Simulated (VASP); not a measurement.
A run of VASP 6.6.1 is set up as follows.

The input POSCAR:

```
AlGaN2
1.0
    3.0916157567      0.0000000000      0.0000000000
    0.0000000000      3.0916157567      0.0000000000
    0.0000000000      0.0000000000      4.3555984834
Al Ga N
1 1 2
Direct
    0.5000000000      0.5000000000      0.5000000000
    0.0000000000      0.0000000000      0.0000000000
    0.5000000000      0.0000000000      0.7390533150
    0.0000000000      0.5000000000      0.2609466850
```

File INCAR.step1:

```
PREC = Accurate
ENCUT = 600
ISMEAR = 0
SIGMA = 0.02
LREAL = F
LASPH = T
NELM = 100
GGA = PE
ALGO = Normal
EDIFF = 1E-4
LWAVE = T
LCHARG = F
```

Contents of INCAR.step2:

```
PREC = Accurate
ENCUT = 600
EDIFF = 1E-6
ISMEAR = 0
SIGMA = 0.02
LREAL = F
LASPH = T
NELM = 100
ALGO = Normal
ISIF = 3
LWAVE = F
LCHARG = F
METAGGA = R2SCAN
LMIXTAU = T
IBRION = 2
NSW = 70
EDIFFG = -0.008
PSTRESS = 100.0
ISTART = 1
```

Contents of KPOINTS:

```
Automatic mesh
0
Gamma
  8 8 6
```

Potentials or basis: VASP PAW PBE potentials, release 64 (Al, Ga_d, N).

The run is started by

```sh
$ cat potpaw_PBE.64/Al/POTCAR potpaw_PBE.64/Ga_d/POTCAR potpaw_PBE.64/N/POTCAR > POTCAR
$ cp INCAR.step1 INCAR
$ mpirun -np 1 vasp_std > vasp.out
$ cp INCAR.step2 INCAR
$ mpirun -np 1 vasp_std > vasp.out
```

Problem. Predict the relaxed volume.

Solution. 10.44 Å³/atom.

Problem. What does it give for the band gap on the k mesh?

Solution. 3.70 eV.

Problem. What does it give for the space group after relaxing (to 0.1 Å)?

Solution. P-4m2 (No. 115).

Forces on the atoms (eV/Å):
```
Al   0.000  0.000  0.000
Ga   0.000  0.000  0.000
N    0.000  0.000 -0.004
N    0.000  0.000  0.004
```

Caveat: the cell is relaxed towards a set pressure, so the run minimises the enthalpy, not the energy; the PAW data sets were made with another functional, which shifts forces and pressure a little. A k mesh can miss the band edges.
